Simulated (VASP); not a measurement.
# Al2O3 (R-3c) in VASP: further runs, part 2 of 2

VASP 6.6.1.

## 4. Single point, PBE (strain +0.050 along x and y, +0.025 along z)

Input file INCAR:

```
PREC = Accurate
ENCUT = 520
EDIFF = 1E-6
ISMEAR = 0
SIGMA = 0.05
LREAL = False
LASPH = True
NELM = 80
ALGO = Normal
ISIF = 2
LWAVE = False
LCHARG = False
GGA = PE
NBANDS = 35
```

Input file KPOINTS:

```
regular mesh
0
Gamma
  6 6 6
```

Input file POSCAR:

```
Al2O3
1.0
    2.5245721467      1.4575624084      4.4838449026
   -2.5245721467      1.4575624084      4.4838449026
    0.0000000000     -2.9151248170      4.4838449025
Al O
4 6
Direct
    0.8521479318      0.8521479318      0.8521479318
    0.6478520682      0.6478520682      0.6478520682
    0.1478520682      0.1478520682      0.1478520682
    0.3521479318      0.3521479318      0.3521479318
    0.0561765927      0.4438234073      0.7500000000
    0.7500000000      0.0561765927      0.4438234073
    0.4438234073      0.7500000000      0.0561765927
    0.9438234073      0.5561765927      0.2500000000
    0.2500000000      0.9438234073      0.5561765927
    0.5561765927      0.2500000000      0.9438234073
```

Potentials or basis: VASP PAW PBE potentials, release 64 (Al, O).

Started as:

```console
> cat potpaw_PBE.64/Al/POTCAR potpaw_PBE.64/O/POTCAR > POTCAR
> mpirun -np 1 vasp_std > vasp.out
```

OUTCAR:

```text
PREC = Accurate
   ENCUT = 520
   EDIFF = 1E-6
   ISMEAR = 0
   LREAL = False
   LASPH = True
   NELM = 80
   ISIF = 2
   GGA = PE

 ion  position               nearest neighbor table
   1  0.852  0.852  0.852-   8 1.96   9 1.96  10 1.96   6 2.07   7 2.07   5 2.07   2 2.75   3 2.96
                             3 2.96   3 2.96
   2  0.648  0.648  0.648-   8 1.96  10 1.96   9 1.96   7 2.07   6 2.07   5 2.07   1 2.75   4 2.96
                             4 2.96   4 2.96
   3  0.148  0.148  0.148-   5 1.96   6 1.96   7 1.96   9 2.07  10 2.07   8 2.07   4 2.75   1 2.96
                             1 2.96   1 2.96
   4  0.352  0.352  0.352-   5 1.96   7 1.96   6 1.96  10 2.07   9 2.07   8 2.07   3 2.75   2 2.96
                             2 2.96   2 2.96
   5  0.056  0.444  0.750-   3 1.96   4 1.96   1 2.07   2 2.07
   6  0.750  0.056  0.444-   3 1.96   4 1.96   1 2.07   2 2.07
   7  0.444  0.750  0.056-   4 1.96   3 1.96   2 2.07   1 2.07
   8  0.944  0.556  0.250-   1 1.96   2 1.96   3 2.07   4 2.07
   9  0.250  0.944  0.556-   1 1.96   2 1.96   3 2.07   4 2.07
  10  0.556  0.250  0.944-   2 1.96   1 1.96   4 2.07   3 2.07

  LATTYP: Found a trigonal (rhomboedric) cell.
 ALAT       =     5.3481602265
 COS(alpha) =     0.5543470880

  Lattice vectors:

 A1 = (   2.5245721467,   1.4575624084,   4.4838449026)
 A2 = (  -2.5245721467,   1.4575624084,   4.4838449026)
 A3 = (   0.0000000000,  -2.9151248170,   4.4838449025)

Analysis of symmetry for initial positions (statically):
=====================================================================
 Subroutine PRICEL returns:
 Original cell was already a primitive cell.

 Routine SETGRP: Setting up the symmetry group for a
 trigonal (rhombohedral) supercell.

 Subroutine GETGRP returns: Found 12 space group operations
 (whereof  6 operations were pure point group operations)
 out of a pool of 12 trial point group operations.

The static configuration has the point symmetry S_6 .
 The point group associated with its full space group is D_3d.

Analysis of symmetry for dynamics (positions and initial velocities):
[... 157 lines left out ...]
   LEPSILON=     F    determine dielectric tensor
   LRPA    =     F    only Hartree local field effects (RPA)
 non-spin polarized calculation
 Gauss-broadening in eV      SIGMA  =   0.05
  energy-cutoff  :      520.00
  volume of cell :       99.00
 maximum number of plane-waves:      2698
   NGX = 19   NGY = 19   NGZ = 19

 number of electron      47.9999999 magnetization

 Free energy of the ion-electron system (eV)
  ---------------------------------------------------
  ext. energy  EPLUGINS =         0.00000000
  ---------------------------------------------------
  free energy    TOTEN  =       -73.89469776 eV

  energy without entropy =      -73.89469776  energy(sigma->0) =      -73.89469776

 E-fermi :   4.9270     XC(G=0): -10.9574

 val. band max:        4.6544603062   @ k =   0.0000   0.0000   0.0000
 cond. band min:       8.9129047542   @ k =   0.0000   0.0000   0.0000
 fundamental gap:      4.2584444480
 Fermi energy:         4.9269995403

 k-point     1 :       0.0000    0.0000    0.0000
  band No.  band energies     occupation
      1     -13.6272      2.00000
      2     -11.7562      2.00000
      3     -11.6545      2.00000
      4     -11.6545      2.00000
      5     -11.3824      2.00000
      6     -11.3824      2.00000
[... 901 lines left out ...]
     34      16.7053      0.00000
     35      16.9185      0.00000

 [... further k-points ...]

------------------------ aborting loop because EDIFF is reached ----------------------------------------

  FORCE on cell =-STRESS in cart. coord.  units (eV):
  Direction    XX          YY          ZZ          XY          YZ          ZX
  --------------------------------------------------------------------------------------
  -------------------------------------------------------------------------------------
  Total      -15.7285939    -15.7285939     -9.9330087      0.0000000     -0.0000000      0.0000000
  in kB     -254.5562145   -254.5562145   -160.7587495      0.0000000     -0.0000000      0.0000000
  external PRESSURE =    -223.2903928 kB  Pullay stress =       0.0000000 kB

 VOLUME and BASIS-vectors are now :
 -----------------------------------------------------------------------------
  energy-cutoff  :      520.00
  volume of cell :       99.00
      direct lattice vectors                 reciprocal lattice vectors
     2.524572147  1.457562408  4.483844903     0.198053361  0.114346162  0.074340960
    -2.524572147  1.457562408  4.483844903    -0.198053361  0.114346162  0.074340960
     0.000000000 -2.915124817  4.483844902     0.000000000 -0.228692323  0.074340960

 POSITION                                       TOTAL-FORCE (eV/Angst)
 -----------------------------------------------------------------------------------
      0.00000     -0.00000     11.46270         0.000000     -0.000000      0.136267
      0.00000     -0.00000      8.71460         0.000000      0.000000     -0.136267
      0.00000     -0.00000      1.98884         0.000000      0.000000     -0.136267
      0.00000     -0.00000      4.73693         0.000000     -0.000000      0.136267
     -0.97864     -1.45756      5.60481        -0.171544     -0.000000     -0.000000
      1.75161     -0.11875      5.60481         0.085772     -0.148562     -0.000000
     -0.77296      1.57631      5.60481         0.085772      0.148562      0.000000
      0.97864      1.45756      7.84673         0.171544     -0.000000     -0.000000
     -1.75161      0.11875      7.84673        -0.085772      0.148562      0.000000
      0.77296     -1.57631      7.84673        -0.085772     -0.148562     -0.000000
 -----------------------------------------------------------------------------------
    total drift:                                0.000000     -0.000000     -0.000000

  FREE ENERGIE OF THE ION-ELECTRON SYSTEM (eV)
  ---------------------------------------------------
  free  energy   TOTEN  =       -73.8946977584 eV

  energy  without entropy=      -73.8946977584  energy(sigma->0) =      -73.89469776
```

OSZICAR:

```text
N       E                     dE             d eps       ncg     rms          rms(c)
DAV:   1     0.222467590250E+03    0.22247E+03   -0.24531E+04  2240   0.128E+03
DAV:   2    -0.671172376810E+02   -0.28958E+03   -0.27776E+03  2882   0.271E+02
DAV:   3    -0.815637554526E+02   -0.14447E+02   -0.14381E+02  2893   0.629E+01
DAV:   4    -0.816886299677E+02   -0.12487E+00   -0.12478E+00  2784   0.669E+00
DAV:   5    -0.816902761568E+02   -0.16462E-02   -0.16458E-02  2801   0.763E-01    0.168E+01
DAV:   6    -0.738534721004E+02    0.78368E+01   -0.29817E+01  2730   0.282E+01    0.577E+00
DAV:   7    -0.738864194831E+02   -0.32947E-01   -0.78260E-01  2679   0.451E+00    0.324E+00
DAV:   8    -0.738912146615E+02   -0.47952E-02   -0.12732E-01  2672   0.265E+00    0.635E-01
DAV:   9    -0.738938301612E+02   -0.26155E-02   -0.22643E-02  2928   0.765E-01    0.319E-01
DAV:  10    -0.738947580303E+02   -0.92787E-03   -0.12747E-03  2528   0.205E-01    0.809E-02
DAV:  11    -0.738946932326E+02    0.64798E-04   -0.44999E-04  2856   0.118E-01    0.237E-02
DAV:  12    -0.738946996636E+02   -0.64310E-05   -0.27529E-05  2608   0.304E-02    0.961E-03
DAV:  13    -0.738946979640E+02    0.16996E-05   -0.94094E-06  2840   0.163E-02    0.191E-03
DAV:  14    -0.738946977584E+02    0.20564E-06   -0.36969E-07  1672   0.375E-03
   1 F= -.73894698E+02 E0= -.73894698E+02  d E =-.163157E-16
```

Run time: 72 s. Hardware: 1 thread of Intel Xeon 6975P-C (Granite Rapids), shared host; peak memory 0.27 GiB.

What came out:

```
Free energy            : -73.8947 eV
Pressure               : -22.3 GPa
Largest force          : 0.172 eV/Å
Band gap on the k mesh : 4.26 eV
```

Forces on the atoms (eV/Å):
```
Al   0.000  0.000  0.136
Al   0.000  0.000 -0.136
Al   0.000  0.000 -0.136
Al   0.000  0.000  0.136
O   -0.172  0.000  0.000
O    0.086 -0.149  0.000
O    0.086  0.149  0.000
O    0.172  0.000  0.000
O   -0.086  0.149  0.000
O   -0.086 -0.149  0.000
```

Stress tensor (GPa, compression positive):
```
-25.46   0.00   0.00
  0.00 -25.46   0.00
  0.00   0.00 -16.08
```

Caveat: the cell differs from its parent crystal (strain +0.050 along x and y, +0.025 along z); the cell stands under tension.

## 5. Summary

```csv
cell,gap on the mesh (eV),pressure (GPa),largest force (eV/Å)
"a = 5.257 Å, angles 57.4°, 10 atoms",4.35,-18.9,0.27
"a = 5.403 Å, angles 54.3°, 10 atoms",4.63,-18.5,0.04
"a = 5.348 Å, angles 56.3°, 10 atoms",4.26,-22.3,0.17
```

Alike in all rows: task single point; level PBE; potentials or basis VASP PAW PBE potentials, release 64 (Al, O); no spin polarisation; k mesh 6 × 6 × 6; cutoff (eV) 520; smearing gaussian 0.05 eV.

Caveats: the cell stands under tension.

Absolute energies hang on the potentials; compare differences alone.
